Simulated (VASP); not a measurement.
Input of a VASP 6.6.1 run:

INCAR

```
SYSTEM = GaP
ALGO = Normal ; EDIFF = 1E-6
ENCUT = 520 ; GGA = PE
ISIF = 2 ; ISMEAR = 0
LASPH = .TRUE. ; LCHARG = .TRUE.
LELF = .TRUE. ; LREAL = .FALSE.
LVHAR = .TRUE. ; LWAVE = .FALSE.
NBANDS = 16 ; NELM = 60
PREC = Accurate ; SIGMA = 0.01
```

File KPOINTS:

```
k-points
0
G
  6 6 6
  0 0 0
```

Contents of POSCAR:

```
GaP
1.0
    0.0000000000      2.8065218338      2.8065218338
    2.8065218338      0.0000000000      2.8065218338
    2.8065218338      2.8065218338      0.0000000000
Ga P
1 1
Direct
    0.0000000000      0.0000000000      0.0000000000
    0.2500000000      0.2500000000      0.2500000000
```

Potentials or basis: VASP PAW PBE potentials, release 64 (Ga_d, P).

Launch:

```bash
$ cat potpaw_PBE.64/Ga_d/POTCAR potpaw_PBE.64/P/POTCAR > POTCAR
$ mpirun -np 1 vasp_std > vasp.out
```

(1) Predict the band gap on the k mesh.

(2) Predict the pressure.

Results:

(1) 1.11 eV, direct.

(2) -3.9 GPa.
